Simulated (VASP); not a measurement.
Here is a VASP 6.6.1 calculation.

Contents of INCAR:

```
ALGO = Normal ; EDIFF = 1E-7
ENCUT = 520 ; GGA = PE
ISIF = 2 ; ISMEAR = 0
LASPH = True ; LCHARG = False
LREAL = False ; LWAVE = False
NBANDS = 56 ; NELM = 80
PREC = Accurate ; SIGMA = 0.1
```

File KPOINTS:

```
k-points
0
Gamma
  6 6 1
```

The input POSCAR:

```
MgCd2S3
1.0
    4.1485957000      0.0000000000      0.0000000000
   -2.0742979000      3.5927893000      0.0000000000
    0.0000000000      0.0000000000     20.1666349000
Mg Cd S
2 4 6
Direct
    0.0000000000      0.0000000000      0.5021990000
    0.0000000000      0.0000000000      0.8313280000
    0.6666667000      0.3333333000      0.9975510000
    0.6666667000      0.3333333000      0.3394960000
    0.6666667000      0.3333333000      0.6687140000
    0.0000000000      0.0000000000      0.1683100000
    0.6666667000      0.3333333000      0.1249470000
    0.6666667000      0.3333333000      0.4668760000
    0.6666667000      0.3333333000      0.7960030000
    0.0000000000      0.0000000000      0.2957820000
    0.0000000000      0.0000000000      0.6248320000
    0.0000000000      0.0000000000      0.9539630000
```

Potentials or basis: VASP PAW PBE potentials, release 64 (Mg, Cd, S).

The run is started by

```sh
$ cat potpaw_PBE.64/Mg/POTCAR potpaw_PBE.64/Cd/POTCAR potpaw_PBE.64/S/POTCAR > POTCAR
$ mpirun -np 1 vasp_std > vasp.out
```

Q: What does it give for the pressure?

A: 0.2 GPa.

Q: Predict the largest force.

A: 0.050 eV/Å.

Q: Estimate the band gap on the k mesh.

A: 1.53 eV.

Forces in eV/Å, atoms in the order of the input:
```
Mg   0.000  0.000  0.010
Mg   0.000  0.000  0.010
Cd   0.000  0.000  0.004
Cd   0.000  0.000  0.007
Cd   0.000  0.000  0.006
Cd   0.000  0.000  0.006
S    0.000  0.000 -0.005
S    0.000  0.000  0.034
S    0.000  0.000  0.034
S    0.000  0.000 -0.006
S    0.000  0.000 -0.050
S    0.000  0.000 -0.050
```
